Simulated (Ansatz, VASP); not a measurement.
# Two plane-wave programs on Bi

```xyz
1
Lattice="-1.7390 2.1799 1.9595 1.7390 -2.1799 1.9595 1.7390 2.1799 -1.9595" Properties=species:S:1:pos:R:3 pbc="T T T"
Bi    0.0000    0.0000    0.0000
```

Change from the starting cell: strain +e along x and -e along y -0.1125, strain +e along z and -e/2 along x and y +0.0000.

Alike in both runs: task single point; functional PBE; dispersion D3(BJ); k mesh 16 × 16 × 16; occupations gaussian, width 0.15 eV; no spin polarisation.

```csv
,VASP,Ansatz
version,VASP 6.6.1,Ansatz 0.2.0
potentials or method,"VASP PAW PBE potentials, release 64 (Bi_d), cutoff 520 eV","scalar-relativistic, plane waves, PAW"
valence electrons in the cell,15,15
```

```csv
,VASP,Ansatz,Ansatz less VASP
gap on the k mesh at the Fermi level (eV),none,none,-
pressure (GPa),1.3,1.4,+0.06
"traceless stress, the component that is largest in VASP (GPa)",-0.87,-0.88,-0.006
```

A gap of «none» marks a metal or a gap that the smearing closes.

Spin-orbit coupling is off throughout.
